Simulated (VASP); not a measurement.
TaH5: single point with PBE

The system is TaH5.

```xyz
6
Lattice="4.8951 0.0000 0.0000 0.0000 4.8951 0.0000 0.0000 0.0000 2.4816" Properties=species:S:1:pos:R:3 pbc="T T T"
Ta    2.4476    2.4476    0.0000
H     0.4349    2.4476    0.0000
H     4.4602    2.4476    0.0000
H     2.4476    0.4349    0.0000
H     2.4476    4.4602    0.0000
H     0.0000    0.0000    1.2408
```

The cell was generated, and may not be a known phase.

```json
{
 "Program": "VASP 6.6.1",
 "Task": "single point",
 "Functional": "PBE",
 "Potentials or basis": "VASP PAW PBE potentials, release 64 (Ta_pv, H)",
 "Cutoff": "520 eV",
 "k mesh": "4 × 4 × 6",
 "Occupations": "gaussian, width 0.1 eV",
 "Spin": "no spin polarisation"
}
```

- Pressure: 0.1 GPa
- Largest force: 0.006 eV/Å
- Band gap on the k mesh: zero (bands 8 and 9 overlap by 2.29 eV)

Forces in eV/Å, atoms in the order of the input:
```
Ta   0.000  0.000  0.000
H   -0.006  0.000  0.000
H    0.006  0.000  0.000
H    0.000 -0.006  0.000
H    0.000  0.006  0.000
H    0.000  0.000  0.000
```

Stress tensor (GPa, compression positive):
```
 0.15  0.00  0.00
 0.00  0.15  0.00
 0.00  0.00 -0.14
```

Levels at points of the mesh, in eV from the Fermi level:
```tsv
k point	band 6	band 7	band 8	band 9	band 10	band 11
(0.00, 0.00, 0.00)	-2.94	-1.17	0.52	1.18	1.18	3.72
(0.50, 0.00, 0.00)	-3.36	-1.71	-1.70	0.03	1.63	4.10
(0.50, 0.50, 0.00)	-4.02	-2.87	-1.86	-1.42	1.21	5.92
(0.00, 0.00, 0.50)	-1.50	-1.50	0.19	2.41	4.50	4.83
(0.50, 0.00, 0.50)	-1.97	-1.48	0.18	1.06	2.21	3.73
(0.50, 0.50, 0.50)	-1.81	-1.81	0.04	0.31	0.79	1.88
```

Wall time 28 s on 1 thread of Intel Xeon 8259CL, with other jobs on the host, peak memory 0.17 GiB.

Caveat: the k points lie up to 0.42 Å⁻¹ apart, too coarse for converged energies and pressures of a metal; spin-orbit coupling is left out, which moves the levels of the heavy elements.
